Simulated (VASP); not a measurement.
# Pd (Fm-3m) in VASP: a series of runs, part 2 of 2

VASP 6.6.1. Earlier steps stand in the parts before.

### Step 4. Single point, PBEsol

This run uses another cell than the first one, of 14.51 Å³/atom, 1.027 times its volume.

File INCAR:

```
SYSTEM = Pd
  PREC = Accurate
  ENCUT = 520
  EDIFF = 1E-6
  ISMEAR = -1
  SIGMA = 0.1
  LREAL = .False.
  LASPH = .True.
  NELM = 100
  ALGO = Normal
  ISIF = 2
  LWAVE = .False.
  LCHARG = .True.
  GGA = PS
  LELF = .True.
  LVHAR = .True.
  NBANDS = 11
```

File KPOINTS:

```
Automatic mesh
0
Gamma
  24 24 24
  0 0 0
```

File POSCAR:

```
Pd
1.0
    0.0000000000      1.9357830074      1.9357830074
    1.9357830074      0.0000000000      1.9357830074
    1.9357830074      1.9357830074      0.0000000000
Pd
1
Direct
    0.0000000000      0.0000000000      0.0000000000
```

Potentials or basis: VASP PAW PBE potentials, release 64 (Pd).

Launch:

```
$ cat potpaw_PBE.64/Pd/POTCAR > POTCAR
$ mpirun -np 1 vasp_std > vasp.out
```

OUTCAR:

```text
SYSTEM = Pd
   PREC = Accurate
   ENCUT = 520
   EDIFF = 1E-6
   ISMEAR = -1
   LREAL = .False.
   LASPH = .True.
   NELM = 100
   ISIF = 2
   GGA = PS

 ion  position               nearest neighbor table
   1  0.000  0.000  0.000-

  LATTYP: Found a face centered cubic cell.
 ALAT       =     3.8715660148

  Lattice vectors:

 A1 = (   0.0000000000,   1.9357830074,   1.9357830074)
 A2 = (   1.9357830074,   0.0000000000,   1.9357830074)
 A3 = (   1.9357830074,   1.9357830074,   0.0000000000)

Analysis of symmetry for initial positions (statically):
=====================================================================
 Subroutine PRICEL returns:
 Original cell was already a primitive cell.

 Routine SETGRP: Setting up the symmetry group for a
 face centered cubic supercell.

 Subroutine GETGRP returns: Found 48 space group operations
 (whereof 48 operations were pure point group operations)
 out of a pool of 48 trial point group operations.

The static configuration has the point symmetry O_h .

Analysis of symmetry for dynamics (positions and initial velocities):
=====================================================================
 Subroutine PRICEL returns:
 Original cell was already a primitive cell.

 Routine SETGRP: Setting up the symmetry group for a
 face centered cubic supercell.

 Subroutine GETGRP returns: Found 48 space group operations
 (whereof 48 operations were pure point group operations)
 out of a pool of 48 trial point group operations.

The dynamic configuration has the point symmetry O_h .

 Subroutine INISYM returns: Found 48 space group operations
 (whereof 48 operations are pure point group operations),
 and found     1 'primitive' translations

----------------------------------------------------------------------------------------

                                     Primitive cell

  volume of cell :      14.5077

[... 104 lines left out ...]
   IMIX   =      4    mixing-type and parameters
     AMIX     =   0.40;   BMIX     =  1.00
     AMIX_MAG =   1.60;   BMIX_MAG =  1.00
  volume/ion in A,a.u.               =      14.51        97.90
  Fermi-wavevector in a.u.,A,eV,Ry     =   1.446133  2.732795 28.453863  2.091300
  Thomas-Fermi vector in A             =   2.564236
   LORBIT       =      0    0 simple, 1 ext, 2 COOP (PROOUT), +10 PAW based schemes
   GGA     = PS    functional components
   LHFCALC =     F    Hartree Fock is set to
   AEXX    =    0.0000 exact exchange contribution
   IVDW    =     0    specifies the selected vdW correction
   LEPSILON=     F    determine dielectric tensor
   LRPA    =     F    only Hartree local field effects (RPA)
 non-spin polarized calculation
  energy-cutoff  :      520.00
  volume of cell :       14.51
 maximum number of plane-waves:       399
   NGX = 11   NGY = 11   NGZ = 11

 number of electron      10.0000002 magnetization

 Free energy of the ion-electron system (eV)
  ---------------------------------------------------
  ext. energy  EPLUGINS =         0.00000000
  ---------------------------------------------------
  free energy    TOTEN  =        -5.99536146 eV

  energy without entropy =       -5.93346009  energy(sigma->0) =       -5.96441078

 E-fermi :   9.9365     XC(G=0): -13.4835

 val. band max:        9.9333711389   @ k =  -0.4583   0.2917   0.0417
 cond. band min:       9.9385788474   @ k =  -0.2917   0.0833   0.0000
 fundamental gap:      0.0052077085
 Fermi energy:         9.9365441956

 k-point     1 :       0.0000    0.0000    0.0000
  band No.  band energies     occupation
      1       2.5332      2.00000
      2       6.9746      2.00000
      3       6.9746      2.00000
      4       6.9746      2.00000
      5       8.6489      1.99999
      6       8.6489      1.99999
      7      27.0382      0.00000
      8      31.9003      0.00000
      9      31.9003      0.00000
     10      31.9003      0.00000
     11      35.9430      0.00000
[... 309 lines left out ...]
 k-point    24 :       0.4583    0.0417    0.0000
  band No.  band energies     occupation
      1       4.4973      2.00000
      2       6.9137      2.00000
      3       6.9989      2.00000
      4       9.3012      1.99652
      5       9.8598      1.36572
      6      10.7748      0.00046
      7      17.9629      0.00000
      8      26.5606      0.00000
      9      30.9256      0.00000
     10      31.2173      0.00000
     11      35.9989      0.00000

 [... further k-points ...]
[... 5 lines left out ...]
  --------------------------------------------------------------------------------------
  -------------------------------------------------------------------------------------
  Total        0.0592907      0.0592907      0.0592907      0.0000000      0.0000000      0.0000000
  in kB        6.5478259      6.5478259      6.5478259      0.0000000      0.0000000      0.0000000
  external PRESSURE =       6.5478259 kB  Pullay stress =       0.0000000 kB

 VOLUME and BASIS-vectors are now :
 -----------------------------------------------------------------------------
  energy-cutoff  :      520.00
  volume of cell :       14.51
      direct lattice vectors                 reciprocal lattice vectors
     0.000000000  1.935783007  1.935783007    -0.258293413  0.258293413  0.258293413
     1.935783007  0.000000000  1.935783007     0.258293413 -0.258293413  0.258293413
     1.935783007  1.935783007  0.000000000     0.258293413  0.258293413 -0.258293413

 POSITION                                       TOTAL-FORCE (eV/Angst)
 -----------------------------------------------------------------------------------
      0.00000      0.00000      0.00000         0.000000      0.000000      0.000000
 -----------------------------------------------------------------------------------
    total drift:                                0.000000      0.000000      0.000000

  FREE ENERGIE OF THE ION-ELECTRON SYSTEM (eV)
  ---------------------------------------------------
  free  energy   TOTEN  =        -5.9953614648 eV

  energy  without entropy=       -5.9334600892  energy(sigma->0) =       -5.96441078
```

OSZICAR:

```text
N       E                     dE             d eps       ncg     rms          rms(c)
DAV:   1     0.422025897068E+02    0.42203E+02   -0.51956E+03  9158   0.857E+02
DAV:   2    -0.580780534338E+01   -0.48010E+02   -0.46330E+02 10162   0.183E+02
DAV:   3    -0.638279499265E+01   -0.57499E+00   -0.57297E+00 10968   0.215E+01
DAV:   4    -0.638524872608E+01   -0.24537E-02   -0.24534E-02 10927   0.148E+00
DAV:   5    -0.638527450198E+01   -0.25776E-04   -0.25774E-04 11926   0.138E-01    0.877E+00
DAV:   6    -0.601191723521E+01    0.37336E+00   -0.15200E+00 11195   0.101E+01    0.393E+00
DAV:   7    -0.600025201480E+01    0.11665E-01   -0.38428E-02 11958   0.122E+00    0.205E+00
DAV:   8    -0.599541039065E+01    0.48416E-02   -0.20179E-03 11320   0.443E-01    0.115E-01
DAV:   9    -0.599535741102E+01    0.52980E-04   -0.26427E-04 12144   0.137E-01    0.174E-02
DAV:  10    -0.599536220961E+01   -0.47986E-05   -0.44486E-06 11329   0.196E-02    0.114E-02
DAV:  11    -0.599536146483E+01    0.74478E-06   -0.69622E-08  7810   0.276E-03
   1 F= -.59953615E+01 E0= -.59644108E+01  d E =-.619014E-01
```

It took 57 s on 1 thread of Intel Xeon Platinum 8259CL at 2.50GHz (Skylake/Cascade Lake), shared host; peak memory 0.17 GiB.

Results:

```yaml
Free_energy: -5.9954 eV
Pressure: 0.7 GPa
Band_gap_on_the_k_mesh: zero (band 5 reaches 10.21 eV, above the bottom of band 6 at 8.58 eV)
```

Caveat: the PAW data sets were made with another functional, which shifts forces and pressure a little.

### Step 5. Overview

```csv
cell,gap on the mesh (eV),pressure (GPa)
"a = 2.713 Å, angles 60.0°, 1 atom",none,6.6
"a = 2.725 Å, angles 60.0°, 1 atom",none,3.6
"a = 2.738 Å, angles 60.0°, 1 atom",none,0.7
```

Alike in all rows: task single point; level PBEsol; potentials or basis VASP PAW PBE potentials, release 64 (Pd); no spin polarisation; k mesh 24 × 24 × 24; cutoff (eV) 520; smearing fermi-dirac 0.1 eV.

Caveats: the PAW data sets were made with another functional, which shifts forces and pressure a little.

Total energies depend on the potentials used, so only differences within one code and one set of settings carry meaning.
